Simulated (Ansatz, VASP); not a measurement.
**One calculation of TiO2, two programs**

```
Ti O
1.0
     3.77771    0.00000    0.00000
     0.00000    3.77771    0.00000
     0.00000    0.00000    9.58403
Ti O
4 8
Direct
  0.00000 0.50000 0.75000
  0.50000 0.50000 0.00000
  0.50000 0.00000 0.25000
  0.00000 0.00000 0.50000
  0.00000 0.50000 0.95725
  0.50000 0.50000 0.79275
  0.50000 0.00000 0.04275
  0.00000 0.00000 0.70725
  0.50000 0.00000 0.45725
  0.00000 0.00000 0.29275
  0.00000 0.50000 0.54275
  0.50000 0.50000 0.20725
```

Alike in both runs: task single point; functional r2SCAN; k mesh 6 × 6 × 4; occupations gaussian, width 0.02 eV; no spin polarisation.

|  | VASP | Ansatz |
| --- | --- | --- |
| version | VASP 6.6.1 | Ansatz 0.2.0 |
| potentials or method | VASP PAW PBE potentials, release 64 (Ti_sv, O), cutoff 520 eV | scalar-relativistic, plane waves, PAW |
| valence electrons in the cell | 96 | 96 |

|  | VASP | Ansatz | Ansatz less VASP |
| --- | --- | --- | --- |
| gap on the k mesh at the Fermi level (eV) | 2.60 | 2.58 | -0.022 |
| least direct gap on the mesh (eV) | 2.68 | 2.65 | -0.028 |
| pressure (GPa) | 1.2 | 0.0 | -1.21 |
| traceless stress, the component that is largest in VASP (GPa) | -0.14 | 0.02 | +0.155 |
| rms of the force components (eV/Å) | 0.017 | 0.001 | -0.0154 |

VASP's potentials were made for PBE, not for r2SCAN. Atom by atom the forces differ by 0.015 eV/Å (rms over components). The functional is the same, so the differences come from potentials, cutoffs and numerics.
